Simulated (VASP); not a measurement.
# FePt5 (P-6m2) in VASP: further runs

The runs below take FePt5 through relaxation of cell and atoms, single point, with PBE.

Everything below comes from runs of VASP 6.6.1. Logs are shortened: lines on timing, memory, paths and dates and some standing lists are left out, and cuts for length are marked.

## 1. The cell of the first run

The structure is hexagonal, space group P-6m2 (No. 187). Conventional cell: a = 2.793 Å, b = 2.793 Å, c = 13.589 Å, α = 90.00°, β = 90.00°, γ = 120.00°. Fe (site symmetry -6m2) has 6 Pt at 2.78 Å and 6 Fe at 2.79 Å within 3.7 Å. Pt (site symmetry -6m2) has 12 Pt at 2.78 to 2.79 Å within 3.7 Å. Pt (site symmetry 3m) has 9 Pt at 2.78 to 2.79 Å and 3 Fe at 2.78 Å within 3.7 Å. Within 3.7 Å of Pt (site symmetry 3m) lie 12 Pt at 2.78 to 2.79 Å.

## 2. Relaxation of cell and atoms, PBE, collinear spin, ferromagnetic start

Contents of INCAR:

```
  ALGO = Normal
  EDIFF = 1E-7
  EDIFFG = -0.04
  ENCUT = 600
  GGA = PE
  IBRION = 2
  ISIF = 3
  ISMEAR = 0
  ISPIN = 2
  LASPH = T
  LCHARG = F
  LMAXMIX = 4
  LORBIT = 11
  LREAL = F
  LWAVE = F
  MAGMOM = 4 0 0 0 0 0
  NELM = 150
  NSW = 90
  PREC = Accurate
  SIGMA = 0.1
```

Contents of KPOINTS:

```
k-points
0
Gamma
  6 6 2
```

Contents of POSCAR:

```
FePt5
1.0
    2.7934593000      0.0000000000      0.0000000000
   -1.3967296500      2.4192067200      0.0000000000
    0.0000000000      0.0000000000     13.5894171400
Fe Pt
1 5
Direct
    0.3333333300      0.6666666700      0.5000000000
    0.6666666700      0.3333333300      0.0000000000
    0.6666666700      0.3333333300      0.3333333300
    0.6666666700      0.3333333300      0.6666666700
    0.3333333300      0.6666666700      0.8333333300
    0.3333333300      0.6666666700      0.1666666700
```

Potentials or basis: VASP PAW PBE potentials, release 64 (Fe, Pt).

On the command line:

```sh
$ cat potpaw_PBE.64/Fe/POTCAR potpaw_PBE.64/Pt/POTCAR > POTCAR
$ mpirun -np 1 vasp_std > vasp.out
```

OUTCAR:

```text
EDIFF = 1E-7
   EDIFFG = -0.04
   ENCUT = 600
   GGA = PE
   IBRION = 2
   ISIF = 3
   ISMEAR = 0
   ISPIN = 2
   LASPH = T
   LORBIT = 11
   LREAL = F
   NELM = 150
   NSW = 90
   PREC = Accurate

 ion  position               nearest neighbor table
   1  0.333  0.667  0.500-   3 2.78   4 2.78   3 2.78   4 2.78   3 2.78   4 2.78
   2  0.667  0.333  0.000-   5 2.78   6 2.78   5 2.78   6 2.78   5 2.78   6 2.78
   3  0.667  0.333  0.333-   6 2.78   6 2.78   6 2.78   1 2.78   1 2.78   1 2.78
   4  0.667  0.333  0.667-   5 2.78   5 2.78   5 2.78   1 2.78   1 2.78   1 2.78
   5  0.333  0.667  0.833-   4 2.78   4 2.78   4 2.78   2 2.78   2 2.78   2 2.78
   6  0.333  0.667  0.167-   3 2.78   3 2.78   3 2.78   2 2.78   2 2.78   2 2.78

  LATTYP: Found a hexagonal cell.
 ALAT       =     2.7934593000
 C/A-ratio  =     4.8647270930

  Lattice vectors:

 A1 = (   2.7934593000,   0.0000000000,   0.0000000000)
 A2 = (  -1.3967296500,   2.4192067200,   0.0000000000)
 A3 = (   0.0000000000,   0.0000000000,  13.5894171400)

Analysis of symmetry for initial positions (statically):
=====================================================================
 Subroutine PRICEL returns:
 Original cell was already a primitive cell.

 Routine SETGRP: Setting up the symmetry group for a
 hexagonal supercell.

 Subroutine GETGRP returns: Found 12 space group operations
 (whereof 12 operations were pure point group operations)
 out of a pool of 24 trial point group operations.

The static configuration has the point symmetry D_3h.

Analysis of symmetry for dynamics (positions and initial velocities):
=====================================================================
 Subroutine PRICEL returns:
 Original cell was already a primitive cell.

 Routine SETGRP: Setting up the symmetry group for a
 hexagonal supercell.

 Subroutine GETGRP returns: Found 12 space group operations
 (whereof 12 operations were pure point group operations)
 out of a pool of 24 trial point group operations.

The dynamic configuration has the point symmetry D_3h.

Analysis of structural, dynamic, and magnetic symmetry:
=====================================================================
 Subroutine PRICEL returns:
 Original cell was already a primitive cell.

 Routine SETGRP: Setting up the symmetry group for a
 hexagonal supercell.

 Subroutine GETGRP returns: Found 12 space group operations
 (whereof 12 operations were pure point group operations)
 out of a pool of 24 trial point group operations.

The overall configuration has the point symmetry D_3h.

 Subroutine INISYM returns: Found 12 space group operations
 (whereof 12 operations are pure point group operations),
 and found     1 'primitive' translations

----------------------------------------------------------------------------------------

                                     Primitive cell

  volume of cell :      91.8367

  direct lattice vectors                    reciprocal lattice vectors
     2.793459300  0.000000000  0.000000000     0.357979083  0.206679320  0.000000000
    -1.396729650  2.419206720  0.000000000     0.000000000  0.413358640  0.000000000
     0.000000000  0.000000000 13.589417140     0.000000000  0.000000000  0.073586673

  length of vectors
     2.793459300  2.793459302 13.589417140     0.413358640  0.413358640  0.073586673

  position of ions in fractional coordinates (direct lattice)
     0.333333330  0.666666670  0.500000000
     0.666666670  0.333333330  0.000000000
     0.666666670  0.333333330  0.333333330
     0.666666670  0.333333330  0.666666670
     0.333333330  0.666666670  0.833333330
     0.333333330  0.666666670  0.166666670

  ion indices of the primitive-cell ions
   primitive index   ion index
                 1           1
                 2           2
                 3           3
                 4           4
                 5           5
                 6           6

----------------------------------------------------------------------------------------
[... 36 lines left out ...]
  0.333333 -0.000000  0.500000      6.000000
  0.500000  0.000000  0.500000      3.000000
  0.166667  0.166667  0.500000      6.000000
  0.333333  0.166667  0.500000     12.000000
  0.333333  0.333333  0.500000      2.000000
   k-points           NKPTS =     14   k-points in BZ     NKDIM =     14   number of bands    NBANDS=     36
   number of dos      NEDOS =    301   number of ions     NIONS =      6
   total plane-waves  NPLWV =  64512
   dimension x,y,z NGX =    24 NGY =   24 NGZ =  112
   dimension x,y,z NGXF=    48 NGYF=   48 NGZF=  224
   ions per type =               1   5
   NGX,Y,Z   is equivalent  to a cutoff of  14.28, 14.28, 13.70 a.u.
   NGXF,Y,Z  is equivalent  to a cutoff of  28.57, 28.57, 27.40 a.u.
 SYSTEM =  unknown system
   PREC   = accura    normal or accurate (medium, high low for compatibility)
   ISTART =      0    job   : 0-new  1-cont  2-samecut
   ICHARG =      2    charge: 1-file 2-atom 10-const
   ISPIN  =      2    spin polarized calculation?
   LNONCOLLINEAR =      F non collinear calculations
   LSORBIT =      F    spin-orbit coupling
   LASPH  =      T    aspherical Exc in radial PAW
   ENCUT  =  600.0 eV  44.10 Ry    6.64 a.u.   5.58  5.58 27.14*2*pi/ulx,y,z
   NELM   =    150;   NELMIN=  2; NELMDL= -5     # of ELM steps
   EDIFF  = 0.1E-06   stopping-criterion for ELM
   LREAL  =      F    real-space projection
   EDIFFG = -.4E-01   stopping-criterion for IOM
   NSW    =     90    number of steps for IOM
   IBRION =      2    ionic relax: 0-MD 1-quasi-New 2-CG
   NFREE  =      1    steps in history (QN), initial steepest desc. (CG)
   ISIF   =      3    stress and relaxation
   ISYM   =      2    0-nonsym 1-usesym 2-fastsym
   POTIM  = 0.5000    time-step for ionic-motion
   TEBEG  =    0.0;   TEEND  =   0.0 temperature during run
   PSTRESS=    0.0 pullay stress
   NELECT =      58.0000    total number of electrons
   NUPDOWN=      -1.0000    fix difference up-down
   EMIN   =  10.00;   EMAX   =-10.00  energy-range for DOS
   EFERMI =   0.00;   METHOD = LEGACY
   ISMEAR =     0;   SIGMA  =   0.10  broadening in eV -4-tet -1-fermi 0-gaus
   EFERMI_NEDOS =   21; number of points for ismear=-14 and -15
   IALGO  =     38    algorithm
   IMIX   =      4    mixing-type and parameters
     AMIX     =   0.40;   BMIX     =  1.00
     AMIX_MAG =   1.60;   BMIX_MAG =  1.00
  volume/ion in A,a.u.               =      15.31       103.29
  Fermi-wavevector in a.u.,A,eV,Ry     =   1.404577  2.654265 26.842057  1.972836
  Thomas-Fermi vector in A             =   2.527124
   LORBIT       =     11    0 simple, 1 ext, 2 COOP (PROOUT), +10 PAW based schemes
   GGA     = PE    functional components
   LHFCALC =     F    Hartree Fock is set to
   AEXX    =    0.0000 exact exchange contribution
   IVDW    =     0    specifies the selected vdW correction
   LEPSILON=     F    determine dielectric tensor
   LRPA    =     F    only Hartree local field effects (RPA)
 conjugate gradient relaxation of ions
 spin polarized calculation
 Gauss-broadening in eV      SIGMA  =   0.10
  energy-cutoff  :      600.00
  volume of cell :       91.84
 maximum number of plane-waves:      3126
 NGX is ok and might be reduce to    24
   NGX = 11   NGY = 11   NGZ = 55

--------------------------------------- Ionic step        1  -------------------------------------------

 number of electron      57.9999998 magnetization       3.1832964

 Free energy of the ion-electron system (eV)
  ---------------------------------------------------
  ext. energy  EPLUGINS =         0.00000000
  ---------------------------------------------------
  free energy    TOTEN  =       -38.88184052 eV

  energy without entropy =      -38.83428603  energy(sigma->0) =      -38.85806328

------------------------ aborting loop because EDIFF is reached ----------------------------------------

  FORCE on cell =-STRESS in cart. coord.  units (eV):
  Direction    XX          YY          ZZ          XY          YZ          ZX
  --------------------------------------------------------------------------------------
  -------------------------------------------------------------------------------------
  Total       -2.3331924     -2.3331924      3.6722447      0.0000000      0.0000000      0.0000000
  in kB      -40.7047384    -40.7047385     64.0657679      0.0000000      0.0000000      0.0000000
  external PRESSURE =      -5.7812363 kB  Pullay stress =       0.0000000 kB
[... 101 lines left out ...]
  FREE ENERGIE OF THE ION-ELECTRON SYSTEM (eV)
  ---------------------------------------------------
  free  energy   TOTEN  =       -39.1862097019 eV

  energy  without entropy=      -39.1543400361  energy(sigma->0) =      -39.17027487

[... ionic steps 4 to 9 ...]

--------------------------------------- Ionic step       10  -------------------------------------------

 number of electron      58.0000012 magnetization       3.1427331

------------------------ aborting loop because EDIFF is reached ----------------------------------------
[... 75 lines left out ...]
--------------------------------------- Ionic step       12  -------------------------------------------

 number of electron      58.0000011 magnetization       3.1379827

 Free energy of the ion-electron system (eV)
  ---------------------------------------------------
  ext. energy  EPLUGINS =         0.00000000
  ---------------------------------------------------
  free energy    TOTEN  =       -39.31114263 eV

  energy without entropy =      -39.28264973  energy(sigma->0) =      -39.29689618

 E-fermi :   9.7849     XC(G=0): -13.1524

 val. band max:        9.7847070720   @ k =   0.3333  -0.0000   0.0000
 cond. band min:       9.8162283376   @ k =   0.5000   0.0000   0.5000
 fundamental gap:      0.0315212655
 Fermi energy:         9.7848784087

 spin component 1

 k-point     1 :       0.0000    0.0000    0.0000
  band No.  band energies     occupation
      1       0.1781      1.00000
      2       0.9588      1.00000
      3       1.1830      1.00000
      4       2.3970      1.00000
      5       2.7049      1.00000
      6       3.6335      1.00000
[... 535 lines left out ...]
     35      14.8508      0.00000
     36      15.9044      0.00000
 Fermi energy:         9.7848784087

 spin component 2

 k-point     1 :       0.0000    0.0000    0.0000
  band No.  band energies     occupation
      1       0.2011      1.00000
      2       0.9693      1.00000
      3       1.2376      1.00000
      4       2.4136      1.00000
      5       2.6972      1.00000
      6       3.9650      1.00000
[... 568 lines left out ...]
  FREE ENERGIE OF THE ION-ELECTRON SYSTEM (eV)
  ---------------------------------------------------
  free  energy   TOTEN  =       -39.3111426282 eV

  energy  without entropy=      -39.2826497255  energy(sigma->0) =      -39.29689618

 reached required accuracy - stopping structural energy minimisation

 total charge

# of ion       s       p       d       tot
------------------------------------------
    1        0.406   0.437   6.131   6.974
    2        0.625   0.571   8.022   9.218
    3        0.672   0.598   8.030   9.301
    4        0.672   0.598   8.030   9.301
    5        0.626   0.555   8.040   9.221
    6        0.626   0.555   8.040   9.221
--------------------------------------------------
tot          3.627   3.315  46.294  53.235

 magnetization (x)

# of ion       s       p       d       tot
------------------------------------------
    1        0.002  -0.007   2.950   2.945
    2        0.004   0.000  -0.072  -0.068
    3       -0.009  -0.017   0.211   0.185
    4       -0.009  -0.017   0.211   0.185
    5       -0.012  -0.003  -0.050  -0.065
    6       -0.012  -0.003  -0.050  -0.065
--------------------------------------------------
tot         -0.036  -0.047   3.201   3.118
```

It took 11 min on 1 thread of AMD EPYC 9R45 (Zen 5), shared host; peak memory 0.31 GiB.

What came out:

* Free energy: -39.3111 eV
* Relaxed volume: 15.14 Å³/atom
* Relaxed cell: a = 2.750 Å, b = 2.750 Å, c = 13.869 Å, α = 90.00°, β = 90.00°, γ = 120.00°
* Space group after relaxing (to 0.05 Å): P-6m2 (No. 187)
* Energy gained by relaxing: 71.6 meV/atom
* Ionic steps: 12
* Pressure after relaxing: 0.0 GPa
* Largest force after relaxing: 0.011 eV/Å
* Net moment: 3.14 μB per cell
* Site moments: Fe +2.94; Pt -0.07, +0.18 μB
* Valence electrons inside the program's atomic spheres: Fe 6.97; Pt 9.22, 9.30

Forces in eV/Å, atoms in the order of the input:
```
Fe   0.000  0.000  0.000
Pt   0.000  0.000  0.000
Pt   0.000  0.000  0.011
Pt   0.000  0.000 -0.011
Pt   0.000  0.000 -0.010
Pt   0.000  0.000  0.010
```

Stress tensor (GPa, compression positive):
```
-0.04  0.00  0.00
 0.00 -0.04  0.00
 0.00  0.00  0.08
```

The path:
```
step  energy change (eV)  largest force (eV/Å)  pressure (GPa)  volume (Å³)
   1              0.0000                1.7433           -0.58        91.84
   2             -0.2982                0.8075            0.51        91.03
   3             -0.3044                0.6989            0.99        90.91
   4             -0.3834                0.3832           -2.44        92.01
   5             -0.3892                0.3719           -3.49        92.41
   6             -0.4150                0.3423            1.00        90.53
   7             -0.4165                0.3482            0.12        90.87
   8             -0.4247                0.2176            0.26        90.81
   9             -0.4272                0.1035            0.44        90.75
  10             -0.4286                0.0358           -0.53        91.09
  11             -0.4286                0.0420           -0.44        91.05
  12             -0.4293                0.0106            0.00        90.85
```

Final structure:
```
Fe Pt
1.0
     2.75029    0.00000    0.00000
    -1.37515    2.38182    0.00000
     0.00000    0.00000   13.86878
Fe Pt
1 5
Direct
  0.33333 0.66667 0.50000
  0.66667 0.33333 0.00000
  0.66667 0.33333 0.34745
  0.66667 0.33333 0.65255
  0.33333 0.66667 0.82860
  0.33333 0.66667 0.17140
```

Caveat: the k points lie up to 0.44 Å⁻¹ apart in the final cell; the bands computed are all filled at some k points, so no gap is given; spin-orbit coupling is left out, which moves the levels of the heavy elements.

(Continued in part 2 of 2.)
